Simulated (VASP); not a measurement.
A run of VASP 6.6.1 is set up as follows.

File INCAR:

```
  PREC = Accurate
  ENCUT = 520
  EDIFF = 1E-6
  ISMEAR = 0
  SIGMA = 0.1
  LREAL = F
  LASPH = T
  NELM = 60
  ALGO = Normal
  ISIF = 2
  LWAVE = F
  LCHARG = F
  GGA = PE
  NBANDS = 84
```

The input KPOINTS:

```
regular mesh
0
Gamma
  3 2 3
```

The input POSCAR:

```
Zr12H
1.0
    6.4600000000      0.0000000000      0.0000000000
   -4.8450000000      8.3917860000      0.0000000000
    0.0000000000      0.0000000000      5.1453900000
Zr H
12 1
Direct
    0.0100888812     -0.0026125547     -0.0026033012
    0.1692982197      0.2250399379      0.5053156321
    0.0067081403      0.3446544037     -0.0041804411
    0.1675795010      0.5571933078      0.4968321157
    0.0020457866      0.6687407186     -0.0053387595
    0.1641920536      0.8845115926      0.4961964011
    0.4913494012     -0.0024092607     -0.0023422909
    0.6634063115      0.2245797259      0.5058316279
    0.5027573644      0.3371625540      0.0047990531
    0.6653090938      0.5541293594      0.5036887389
    0.5014647767      0.6660003008      0.0021697092
    0.6614684454      0.8820951821      0.5073228657
    0.8278604743      0.1074055034      0.3740422009
```

Potentials or basis: VASP PAW PBE potentials, release 64 (Zr_sv, H).

The run is started by

```bash
$ cat potpaw_PBE.64/Zr_sv/POTCAR potpaw_PBE.64/H/POTCAR > POTCAR
$ mpirun -np 1 vasp_std > vasp.out
```

(1) What does it give for the band gap on the k mesh?

(2) What does it give for the pressure?

(3) Estimate the largest force.

Answers

(1) zero (an odd number of electrons rules out a gap without spin polarisation).

(2) 2.1 GPa.

(3) 0.508 eV/Å.

Caveat: the k points lie up to 0.41 Å⁻¹ apart, too coarse for converged energies and pressures of a metal.
